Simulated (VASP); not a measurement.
Here is a VASP 6.6.1 calculation.

The input INCAR:

```
PREC     = Accurate       # precision mode
ENCUT    = 520            # plane-wave cutoff, eV
EDIFF    = 1E-6           # SCF threshold, eV
ISMEAR   = 0              # smearing method
SIGMA    = 0.02           # smearing width, eV
LREAL    = False          # projectors in reciprocal space
LASPH    = True           # aspherical terms in the spheres
NELM     = 150            # most SCF steps
ALGO     = Normal         # electronic algorithm
ISIF     = 2              # what is computed and relaxed
LWAVE    = False          # write WAVECAR
LCHARG   = True           # write CHGCAR
ISPIN    = 2              # spin polarisation
MAGMOM   = 0 0 0 0 0 0 0 0 0 0 0 0 0 # initial moments
LORBIT   = 11             # projections on sites
GGA      = PS             # functional
LELF     = True           # ELF
LVHAR    = True         
NBANDS   = 73             # bands
```

KPOINTS

```
Automatic mesh
0
Gamma
  2 2 1
```

POSCAR

```
Zn6O7
1.0
    5.6348810000      0.0000000000      0.0000000000
   -2.8174400000      5.4554530000      0.0000000000
    0.0000000000      0.0000000000     17.4682400000
Zn O
6 7
Direct
    0.3333332150      0.0000000000      0.0572468091
    0.3987506531      0.5382799559      0.0628089607
    0.9384790122      0.0775809085      0.1412442238
    0.9086890250      0.5386984362      0.1135589504
    0.4335887432      0.1272491945      0.2124922717
    0.4305897976      0.5882032161      0.2156026595
    0.1739647118      0.6737887761      0.0342125480
    0.1816561223      0.2058846442      0.0516536297
    0.6967018084      0.7147562265      0.1313265675
    0.6703792706      0.1955883407      0.1254802430
    0.1806940895      0.7587173787      0.1960601640
    0.1957411064      0.2571000062      0.2246245186
    0.3829385603      0.8360193003      0.2673083264
```

Potentials or basis: VASP PAW PBE potentials, release 64 (Zn, O).

Run with:

```sh
$ cat potpaw_PBE.64/Zn/POTCAR potpaw_PBE.64/O/POTCAR > POTCAR
$ mpirun -np 1 vasp_std > vasp.out
```

(1) Estimate the band gap on the k mesh.

(2) Estimate the largest force.

## Answers

(1) 1.57 eV.

(2) 0.612 eV/Å.

Caveat: the k points lie up to 0.63 Å⁻¹ apart; there is no dipole correction, which matters where the two faces differ; the PAW data sets were made with another functional, which shifts forces and pressure a little.
